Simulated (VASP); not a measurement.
# WS2 (R3m) in VASP: notebook

The runs below take WS2 through single point, with LDA.

Everything below comes from runs of VASP 6.6.1. Logs are shortened: lines on timing, memory, paths and dates and some standing lists are left out, and cuts for length are marked.

## (1) The cell of the first run

The structure is trigonal, space group R3m (No. 160). Conventional cell: a = 3.158 Å, b = 3.158 Å, c = 18.120 Å, α = 90.00°, β = 90.00°, γ = 120.00°. W (site symmetry 3m) has 6 S at 2.37 to 2.39 Å and 6 W at 3.16 Å within 3.2 Å. S (site symmetry 3m) has 3 W at 2.37 Å and 7 S at 3.07 to 3.16 Å within 3.2 Å. S (site symmetry 3m) has 3 W at 2.39 Å and 7 S at 3.07 to 3.16 Å within 3.2 Å.

## (2) Single point, LDA (zz strain of -2 %)

INCAR reads:

```
ALGO = Normal
EDIFF = 1E-7
ENCUT = 520
GGA = CA
ISIF = 2
ISMEAR = -1
LASPH = True
LCHARG = True
LELF = True
LREAL = False
LVHAR = True
LWAVE = False
NBANDS = 20
NELM = 100
PREC = Accurate
SIGMA = 0.08
```

KPOINTS reads:

```
k-points
0
Gamma
  13 13 13
```

POSCAR reads:

```
WS2
1.0
    1.5790003843      0.9116362969      6.0400634000
   -1.5790003843      0.9116362969      6.0400634000
    0.0000000000     -1.8232725938      6.0400634000
W S
1 2
Direct
    0.0000000000      0.0000000000      0.0000000000
    0.7503000000      0.7503000000      0.7503000000
    0.5810000000      0.5810000000      0.5810000000
```

Potentials or basis: VASP PAW LDA potentials, release 64 (W_sv, S).

Launch:

```bash
$ cat potpaw_LDA.64/W_sv/POTCAR potpaw_LDA.64/S/POTCAR > POTCAR
$ mpirun -np 1 vasp_std > vasp.out
```

OUTCAR:

```text
EDIFF = 1E-7
   ENCUT = 520
   GGA = CA
   ISIF = 2
   ISMEAR = -1
   LASPH = True
   LREAL = False
   NELM = 100
   PREC = Accurate

 ion  position               nearest neighbor table
   1  0.000  0.000  0.000-   2 2.37   2 2.37   2 2.37   3 2.39   3 2.39   3 2.39
   2  0.750  0.750  0.750-   1 2.37   1 2.37   1 2.37
   3  0.581  0.581  0.581-   1 2.39   1 2.39   1 2.39

  LATTYP: Found a trigonal (rhomboedric) cell.
 ALAT       =     6.3092542212
 COS(alpha) =     0.8747324991

  Lattice vectors:

 A1 = (   1.5790003843,   0.9116362969,   6.0400634000)
 A2 = (  -1.5790003843,   0.9116362969,   6.0400634000)
 A3 = (   0.0000000000,  -1.8232725938,   6.0400634000)

Analysis of symmetry for initial positions (statically):
=====================================================================
 Subroutine PRICEL returns:
 Original cell was already a primitive cell.

 Routine SETGRP: Setting up the symmetry group for a
 trigonal (rhombohedral) supercell.

 Subroutine GETGRP returns: Found  6 space group operations
 (whereof  6 operations were pure point group operations)
 out of a pool of 12 trial point group operations.

The static configuration has the point symmetry C_3v.

Analysis of symmetry for dynamics (positions and initial velocities):
=====================================================================
 Subroutine PRICEL returns:
 Original cell was already a primitive cell.

 Routine SETGRP: Setting up the symmetry group for a
 trigonal (rhombohedral) supercell.

 Subroutine GETGRP returns: Found  6 space group operations
 (whereof  6 operations were pure point group operations)
 out of a pool of 12 trial point group operations.

The dynamic configuration has the point symmetry C_3v.

 Subroutine INISYM returns: Found  6 space group operations
 (whereof  6 operations are pure point group operations),
 and found     1 'primitive' translations

----------------------------------------------------------------------------------------

                                     Primitive cell

  volume of cell :      52.1671

  direct lattice vectors                    reciprocal lattice vectors
     1.579000384  0.911636297  6.040063400     0.316656034  0.182821447  0.055187059
    -1.579000384  0.911636297  6.040063400    -0.316656034  0.182821447  0.055187059
     0.000000000 -1.823272594  6.040063400     0.000000000 -0.365642893  0.055187059

  length of vectors
     6.309254221  6.309254221  6.309254221     0.369784176  0.369784176  0.369784176

  position of ions in fractional coordinates (direct lattice)
     0.000000000  0.000000000  0.000000000
     0.750300000  0.750300000  0.750300000
     0.581000000  0.581000000  0.581000000

  ion indices of the primitive-cell ions
   primitive index   ion index
                 1           1
                 2           2
                 3           3

----------------------------------------------------------------------------------------

 KPOINTS: k-points

Automatic generation of k-mesh.
 Grid dimensions read from file:
 generate k-points for:   13   13   13

 Generating k-lattice:

  Cartesian coordinates                     Fractional coordinates (reciprocal lattice)
     0.024358156  0.014063188  0.004245158     0.076923077  0.000000000  0.000000000
    -0.024358156  0.014063188  0.004245158     0.000000000  0.076923077  0.000000000
     0.000000000 -0.028126376  0.004245158     0.000000000  0.000000000  0.076923077

  Length of vectors
     0.028444937  0.028444937  0.028444937

  Shift w.r.t. Gamma in fractional coordinates (k-lattice)
     0.000000000  0.000000000  0.000000000

 Subroutine IBZKPT returns following result:
 ===========================================

 Found    231 irreducible k-points:

 Following reciprocal coordinates:
            Coordinates               Weight
  0.000000  0.000000  0.000000      1.000000
  0.076923  0.000000  0.000000      6.000000
  0.153846 -0.000000  0.000000      6.000000
  0.230769 -0.000000 -0.000000      6.000000
  0.307692 -0.000000  0.000000      6.000000
  0.384615 -0.000000 -0.000000      6.000000
[... 16 lines left out ...]
  0.384615  0.153846 -0.000000     12.000000
  0.461538  0.153846  0.000000     12.000000
 [... further k-points ...]
   k-points           NKPTS =    231   k-points in BZ     NKDIM =    231   number of bands    NBANDS=     20
   number of dos      NEDOS =    301   number of ions     NIONS =      3
   total plane-waves  NPLWV = 110592
   dimension x,y,z NGX =    48 NGY =   48 NGZ =   48
   dimension x,y,z NGXF=    96 NGYF=   96 NGZF=   96
   ions per type =               1   2
   NGX,Y,Z   is equivalent  to a cutoff of  12.65, 12.65, 12.65 a.u.
   NGXF,Y,Z  is equivalent  to a cutoff of  25.30, 25.30, 25.30 a.u.
 SYSTEM =  unknown system
   PREC   = accura    normal or accurate (medium, high low for compatibility)
   ISTART =      0    job   : 0-new  1-cont  2-samecut
   ICHARG =      2    charge: 1-file 2-atom 10-const
   ISPIN  =      1    spin polarized calculation?
   LNONCOLLINEAR =      F non collinear calculations
   LSORBIT =      F    spin-orbit coupling
   LASPH  =      T    aspherical Exc in radial PAW
   ENCUT  =  520.0 eV  38.22 Ry    6.18 a.u.  11.73 11.73 11.73*2*pi/ulx,y,z
   NELM   =    100;   NELMIN=  2; NELMDL= -5     # of ELM steps
   EDIFF  = 0.1E-06   stopping-criterion for ELM
   LREAL  =      F    real-space projection
   EDIFFG = 0.1E-05   stopping-criterion for IOM
   NSW    =      0    number of steps for IOM
   IBRION =     -1    ionic relax: 0-MD 1-quasi-New 2-CG
   NFREE  =      0    steps in history (QN), initial steepest desc. (CG)
   ISIF   =      2    stress and relaxation
   ISYM   =      2    0-nonsym 1-usesym 2-fastsym
   POTIM  = 0.5000    time-step for ionic-motion
   TEBEG  =    0.0;   TEEND  =   0.0 temperature during run
   PSTRESS=    0.0 pullay stress
   NELECT =      26.0000    total number of electrons
   NUPDOWN=      -1.0000    fix difference up-down
   EMIN   =  10.00;   EMAX   =-10.00  energy-range for DOS
   EFERMI =   0.00;   METHOD = LEGACY
   ISMEAR =    -1;   SIGMA  =   0.08  broadening in eV -4-tet -1-fermi 0-gaus
   EFERMI_NEDOS =   21; number of points for ismear=-14 and -15
   IALGO  =     38    algorithm
   IMIX   =      4    mixing-type and parameters
     AMIX     =   0.40;   BMIX     =  1.00
     AMIX_MAG =   1.60;   BMIX_MAG =  1.00
  volume/ion in A,a.u.               =      17.39       117.35
  Fermi-wavevector in a.u.,A,eV,Ry     =   1.297977  2.452821 22.922347  1.684745
  Thomas-Fermi vector in A             =   2.429335
   LORBIT       =      0    0 simple, 1 ext, 2 COOP (PROOUT), +10 PAW based schemes
   GGA     = CA    functional components
   LHFCALC =     F    Hartree Fock is set to
   AEXX    =    0.0000 exact exchange contribution
   IVDW    =     0    specifies the selected vdW correction
   LEPSILON=     F    determine dielectric tensor
   LRPA    =     F    only Hartree local field effects (RPA)
 non-spin polarized calculation
  energy-cutoff  :      520.00
  volume of cell :       52.17
 maximum number of plane-waves:      1421
   NGX = 23   NGY = 23   NGZ = 23

 number of electron      25.9999999 magnetization

 Free energy of the ion-electron system (eV)
  ---------------------------------------------------
  ext. energy  EPLUGINS =         0.00000000
  ---------------------------------------------------
  free energy    TOTEN  =       -26.23987035 eV

  energy without entropy =      -26.23980855  energy(sigma->0) =      -26.23983945

 E-fermi :   8.1281     XC(G=0): -11.3373

 val. band max:        7.7721278329   @ k =   0.4615   0.4615   0.4615
 cond. band min:       8.7018035518   @ k =  -0.1538   0.1538   0.0000
 fundamental gap:      0.9296757189
 Fermi energy:         8.1281004014

 k-point     1 :       0.0000    0.0000    0.0000
  band No.  band energies     occupation
      1     -66.5633      2.00000
      2     -31.1106      2.00000
      3     -30.9302      2.00000
      4     -30.9302      2.00000
      5      -8.1256      2.00000
      6      -5.9395      2.00000
[... 12 lines left out ...]
     19      15.3369      0.00000
     20      16.1702      0.00000

 k-point     2 :       0.0769    0.0000    0.0000
  band No.  band energies     occupation
      1     -66.5621      2.00000
      2     -31.1065      2.00000
      3     -30.9525      2.00000
      4     -30.9353      2.00000
      5      -8.0211      2.00000
      6      -5.9148      2.00000
[... 12 lines left out ...]
     19      15.7419      0.00000
     20      16.2258      0.00000

 k-point     3 :       0.1538   -0.0000    0.0000
  band No.  band energies     occupation
      1     -66.5590      2.00000
      2     -31.0953      2.00000
      3     -31.0137      2.00000
      4     -30.9495      2.00000
      5      -7.7207      2.00000
      6      -5.8435      2.00000
[... 12 lines left out ...]
     19      15.9965      0.00000
     20      16.6025      0.00000

 k-point     4 :       0.2308   -0.0000   -0.0000
  band No.  band energies     occupation
      1     -66.5546      2.00000
      2     -31.0990      2.00000
      3     -31.0793      2.00000
      4     -30.9694      2.00000
      5      -7.2639      2.00000
      6      -5.7350      2.00000
[... 12 lines left out ...]
     19      15.8686      0.00000
     20      16.4669      0.00000

 k-point     5 :       0.3077   -0.0000    0.0000
  band No.  band energies     occupation
      1     -66.5499      2.00000
      2     -31.1882      2.00000
      3     -31.0625      2.00000
      4     -30.9905      2.00000
      5      -6.7203      2.00000
      6      -5.6082      2.00000
[... 12 lines left out ...]
     19      15.2397      0.00000
     20      15.6881      0.00000
[... 353 lines left out ...]
      6      -5.8189      2.00000
[... 12 lines left out ...]
     19      16.0032      0.00000
     20      16.3474      0.00000

 k-point    22 :       0.3077    0.1538    0.0000
  band No.  band energies     occupation
      1     -66.5523      2.00000
      2     -31.1290      2.00000
      3     -31.0712      2.00000
      4     -30.9933      2.00000
      5      -6.9835      2.00000
      6      -5.7181      2.00000
[... 12 lines left out ...]
     19      15.8140      0.00000
     20      16.4312      0.00000

 k-point    23 :       0.3846    0.1538   -0.0000
  band No.  band energies     occupation
      1     -66.5482      2.00000
      2     -31.1947      2.00000
      3     -31.0563      2.00000
      4     -31.0252      2.00000
      5      -6.4755      2.00000
      6      -5.5892      2.00000
[... 12 lines left out ...]
     19      15.6120      0.00000
     20      16.0629      0.00000

 k-point    24 :       0.4615    0.1538    0.0000
  band No.  band energies     occupation
      1     -66.5447      2.00000
      2     -31.2477      2.00000
      3     -31.0525      2.00000
      4     -31.0438      2.00000
      5      -6.0021      2.00000
      6      -5.4617      2.00000
[... 12 lines left out ...]
     19      15.3877      0.00000
     20      15.9408      0.00000

 [... further k-points ...]

------------------------ aborting loop because EDIFF is reached ----------------------------------------

  FORCE on cell =-STRESS in cart. coord.  units (eV):
  Direction    XX          YY          ZZ          XY          YZ          ZX
  --------------------------------------------------------------------------------------
  -------------------------------------------------------------------------------------
  Total       -0.3666415     -0.3666415      1.1025822      0.0000000      0.0000000      0.0000000
  in kB      -11.2604459    -11.2604459     33.8629629      0.0000000      0.0000000      0.0000000
  external PRESSURE =       3.7806903 kB  Pullay stress =       0.0000000 kB

 VOLUME and BASIS-vectors are now :
 -----------------------------------------------------------------------------
  energy-cutoff  :      520.00
  volume of cell :       52.17
      direct lattice vectors                 reciprocal lattice vectors
     1.579000384  0.911636297  6.040063400     0.316656034  0.182821447  0.055187059
    -1.579000384  0.911636297  6.040063400    -0.316656034  0.182821447  0.055187059
     0.000000000 -1.823272594  6.040063400     0.000000000 -0.365642893  0.055187059

 POSITION                                       TOTAL-FORCE (eV/Angst)
 -----------------------------------------------------------------------------------
      0.00000      0.00000      0.00000         0.000000      0.000000     -0.614334
      0.00000      0.00000     13.59558         0.000000      0.000000      0.709317
      0.00000      0.00000     10.52783         0.000000     -0.000000     -0.094983
 -----------------------------------------------------------------------------------
    total drift:                                0.000000      0.000000      0.000025

  FREE ENERGIE OF THE ION-ELECTRON SYSTEM (eV)
  ---------------------------------------------------
  free  energy   TOTEN  =       -26.2398703488 eV

  energy  without entropy=      -26.2398085458  energy(sigma->0) =      -26.23983945
```

Wall time 4.3 min (1 thread of Intel Xeon 6975P-C (Granite Rapids), shared host); peak memory 0.42 GiB.

What came out:

```yaml
Free_energy: -26.2399 eV
Pressure: 0.4 GPa
Largest_force: 0.709 eV/Å
Band_gap_on_the_k_mesh: 0.93 eV (least direct gap 2.03 eV)
```

Forces on the atoms (eV/Å):
```
W    0.000  0.000 -0.614
S    0.000  0.000  0.709
S    0.000  0.000 -0.095
```

Stress tensor (GPa, compression positive):
```
-1.13  0.00  0.00
 0.00 -1.13  0.00
 0.00  0.00  3.39
```

Caveat: the cell differs from its parent crystal (zz strain of -2 %); spin-orbit coupling is left out, which moves the levels of the heavy elements. A k mesh can miss the band edges.

## (3) Single point, LDA (zz strain of -1 %)

INCAR reads:

```
SYSTEM = WS2
PREC = Accurate
ENCUT = 520
EDIFF = 1E-7
ISMEAR = -1
SIGMA = 0.08
LREAL = .FALSE.
LASPH = .TRUE.
NELM = 60
ALGO = Normal
ISIF = 2
LWAVE = .FALSE.
LCHARG = .FALSE.
GGA = CA
NBANDS = 20
```

KPOINTS reads:

```
Automatic mesh
0
G
  13 13 13
  0 0 0
```

POSCAR reads:

```
WS2
1.0
    1.5790003843      0.9116362969      6.1016967000
   -1.5790003843      0.9116362969      6.1016967000
    0.0000000000     -1.8232725938      6.1016967000
W S
1 2
Direct
    0.0000000000      0.0000000000      0.0000000000
    0.7503000000      0.7503000000      0.7503000000
    0.5810000000      0.5810000000      0.5810000000
```

Potentials or basis: VASP PAW LDA potentials, release 64 (W_sv, S).

Launch:

```bash
$ cat potpaw_LDA.64/W_sv/POTCAR potpaw_LDA.64/S/POTCAR > POTCAR
$ mpirun -np 1 vasp_std > vasp.out
```

Wall time 5.2 min (1 thread of Intel Xeon 6975P-C (Granite Rapids), shared host); peak memory 0.41 GiB.

Results (log left out):

```
Free energy            : -26.2460 eV
Pressure               : -1.5 GPa
Largest force          : 0.601 eV/Å
Band gap on the k mesh : 0.97 eV (least direct gap 2.06 eV)
```

Forces in eV/Å, atoms in the order of the input:
```
W    0.000  0.000 -0.601
S    0.000  0.000  0.382
S    0.000  0.000  0.219
```

Stress tensor (GPa, compression positive):
```
-2.32  0.00  0.00
 0.00 -2.32  0.00
 0.00  0.00  0.14
```

Levels at points of the mesh, in eV from the valence-band top:
| k point | band 11 | band 12 | band 13 | band 14 | band 15 | band 16 |
| --- | --- | --- | --- | --- | --- | --- |
| (0.00, 0.00, 0.00) | -2.45 | -1.54 | -1.26 | 2.09 | 2.09 | 2.51 |

Caveat: the cell differs from its parent crystal (zz strain of -1 %); spin-orbit coupling is left out, which moves the levels of the heavy elements.
